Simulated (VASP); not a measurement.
Set up this calculation in VASP 6.6.1, as the native input.

| Property | Result |
| --- | --- |
| Task | relaxation of cell and atoms |
| Functional | LDA |
| Potentials or basis | VASP PAW LDA potentials, release 64 (Ir_sv_GW) |
| Cutoff | 560 eV |
| k mesh | 14 × 14 × 14 |
| Occupations | fermi-dirac, width 0.05 eV |
| Spin | collinear spin |
| Starting moments | [1.0] μB |
| Dipole correction | no |
| Further INCAR settings | ALGO = Normal; EDIFF = 1e-07; IBRION = 2; EDIFFG = -0.01; NSW = 80; ISIF = 3 |

The structure of Ir lies in POSCAR:

```
Ir
1.0
    0.0000000000      1.9197000000      1.9197000000
    1.9197000000      0.0000000000      1.9197000000
    1.9197000000      1.9197000000      0.0000000000
Ir
1
Direct
    0.0000000000      0.0000000000      0.0000000000
```

One way to write it, as run:

INCAR

```
ALGO = Normal
EDIFF = 1E-7
EDIFFG = -0.01
ENCUT = 560
GGA_COMPAT = F
IBRION = 2
ISIF = 3
ISMEAR = -1
ISPIN = 2
LASPH = T
LCHARG = F
LMAXMIX = 4
LORBIT = 11
LREAL = F
LWAVE = F
MAGMOM = 1
NELM = 200
NELMIN = 4
NSW = 80
PREC = Accurate
SIGMA = 0.05
```

KPOINTS

```
k-points
0
Gamma
  14 14 14
```

Potentials or basis: VASP PAW LDA potentials, release 64 (Ir_sv_GW).

Launch:

```bash
$ cat potpaw_LDA.64/Ir_sv_GW/POTCAR > POTCAR
$ mpirun -np 1 vasp_std > vasp.out
```

Results of the run:

| Quantity | Value |
| --- | --- |
| Relaxed volume | 13.84 Å³/atom |
| Relaxed cell | a = 2.695 Å, b = 2.695 Å, c = 2.695 Å, α = 60.00°, β = 60.00°, γ = 60.00° |
| Space group after relaxing (to 0.1 Å) | Fm-3m (No. 225) |
| Energy gained by relaxing | 8.6 meV/atom |
| Ionic steps | 4 |
| Pressure after relaxing | 0.0 GPa |
| Net moment | 0.00 μB per cell |
| Valence electrons inside the program's atomic spheres | Ir 16.38 |

Run time: 61 s on 1 thread of Intel(R) Xeon(R) 6975P-C (Granite Rapids), on a shared host, peak memory 0.18 GiB.
